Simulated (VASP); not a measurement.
Crystal: GaN.

```
Ga N
1.0
     0.00000    2.28316    2.28316
     2.28316    0.00000    2.28316
     2.28316    2.28316    0.00000
Ga N
1 1
Direct
  0.00000 0.00000 0.00000
  0.25000 0.25000 0.25000
```

Base run:

```yaml
Program: VASP 6.6.1
Functional: BLYP
Dispersion: D3(BJ)
Potentials_or_basis: VASP PAW PBE potentials, release 64 (Ga_d, N)
Cutoff: 520 eV
k_mesh: 10 × 10 × 10
Occupations: fermi-dirac, width 0.05 eV
Spin: no spin polarisation
```

Its results: band gap on the k mesh 1.55 eV, direct; pressure -3.0 GPa.

Problem. The run is repeated on the same cell with these changes: functional from BLYP to revPBE. What comes out?

Solution. Band gap on the k mesh 1.51 eV, direct; pressure -6.0 GPa.

Caveats: the PAW data sets were made with another functional, which shifts forces and pressure a little.

